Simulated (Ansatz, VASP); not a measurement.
One calculation of Hf2N, two programs

The input INCAR:

```
SYSTEM = Hf2N
ALGO     = Normal         ! electronic algorithm
EDIFF    = 1E-6           ! SCF threshold, eV
ENCUT    = 520            ! plane-wave cutoff, eV
GGA      = PS             ! functional
ISIF     = 2              ! what is computed and relaxed
ISMEAR   = 0              ! smearing method
LASPH    = .TRUE.         ! aspherical terms in the spheres
LCHARG   = .FALSE.        ! write CHGCAR
LREAL    = .FALSE.        ! projectors in reciprocal space
LWAVE    = .FALSE.        ! write WAVECAR
NBANDS   = 34             ! bands
NELM     = 60             ! most SCF steps
PREC     = Accurate       ! precision mode
SIGMA    = 0.15           ! smearing width, eV
```

Contents of KPOINTS:

```
k-points
0
G
  10 10 14
  0 0 0
```

File POSCAR:

```
Hf2N
1.0
    5.2955389246      0.0000000000      0.0000000000
    0.0000000000      5.2955389246      0.0000000000
    0.0000000000      0.0000000000      3.2274489833
Hf N
4 2
Direct
    0.2954633019      0.2954633019      0.0000000000
    0.7045366981      0.7045366981      0.0000000000
    0.7954633019      0.2045366981      0.5000000000
    0.2045366981      0.7954633019      0.5000000000
    0.0000000000      0.0000000000      0.0000000000
    0.5000000000      0.5000000000      0.5000000000
```

Input for Ansatz:

```yaml
crystal:
  lattice:
    - [5.2955389246, 0.0, 0.0]
    - [0.0, 5.2955389246, 0.0]
    - [0.0, 0.0, 3.2274489833]
  atoms:
    - { symbol: Hf, position: [0.2954633019, 0.2954633019, 0.0] }
    - { symbol: Hf, position: [0.7045366981, 0.7045366981, 0.0] }
    - { symbol: Hf, position: [0.7954633019, 0.2045366981, 0.5] }
    - { symbol: Hf, position: [0.2045366981, 0.7954633019, 0.5] }
    - { symbol: "N", position: [0.0, 0.0, 0.0] }
    - { symbol: "N", position: [0.5, 0.5, 0.5] }
basis:
  ecutwfc: 420
kpoints:
  mp_grid: { grid: [10, 10, 14] }
hamiltonian:
  xc: pbesol
scf:
  occupations: { method: gaussian, width: 0.15 }
output:
  forces: true
  stress: true
  eigenvalues: true
  write_density: true
  write_potential: true
  elf: true
  volumetric_format: npy
```

Alike in both runs: task single point; functional PBEsol; k mesh 10 × 10 × 14; occupations gaussian, width 0.15 eV; no spin polarisation.

|  | VASP | Ansatz |
| --- | --- | --- |
| version | VASP 6.6.1 | Ansatz 0.2.0 |
| potentials or method | VASP PAW PBE potentials, release 64 (Hf_pv, N), cutoff 520 eV | scalar-relativistic, plane waves, PAW |
| valence electrons in the cell | 50 | 114 |

```csv
,VASP,Ansatz,Ansatz less VASP
gap on the k mesh at the Fermi level (eV),none,none,-
pressure (GPa),-1.0,0.0,+0.98
"traceless stress, the component that is largest in VASP (GPa)",-0.14,-0.01,+0.121
rms of the force components (eV/Å),0.002,0.006,+0.0037
```

VASP's potentials were made for PBE, not for PBEsol. Atom by atom the forces differ by 0.004 eV/Å (rms over components). A gap of «none» marks a metal or a gap that the smearing closes. With one functional, cell and mesh, what is left measures potentials, basis and numerics. VASP's potentials hold 50 valence electrons a cell and Ansatz's 114, so a difference there can come from the potentials and not from the codes.

Spin-orbit coupling is off throughout.
